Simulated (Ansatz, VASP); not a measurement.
**CsTi3 in VASP and in Ansatz**

```
Cs Ti
1.0
     4.34263    0.00000    0.00000
     0.00000    4.34263    0.00000
     0.00000    0.00000    4.34263
Cs Ti
1 3
Cartesian
  0.0000 0.0000 0.0000
  0.0000 2.1713 2.1713
  2.1713 0.0000 2.1713
  2.1713 2.1713 0.0000
```

Alike in both runs: functional r2SCAN; k mesh 10 × 10 × 10; occupations gaussian, width 0.1 eV; no spin polarisation.

Ansatz relaxed the structure, and its values are those at the end. VASP's run is a single point on that final structure, the one shown.

|  | VASP | Ansatz |
| --- | --- | --- |
| version | VASP 6.6.1 | Ansatz 0.2.0 |
| potentials or method | VASP PAW PBE potentials, release 64 (Cs_sv, Ti_sv), cutoff 520 eV | scalar-relativistic, plane waves, PAW |
| valence electrons in the cell | 45 | 45 |

```csv
,VASP,Ansatz,Ansatz less VASP
gap on the k mesh at the Fermi level (eV),none,none,-
pressure (GPa),1.1,0.0,-1.14
```

VASP's potentials were made for PBE, not for r2SCAN. A gap of «none» marks a metal or a gap that the smearing closes.

Neither program's run includes spin-orbit coupling.
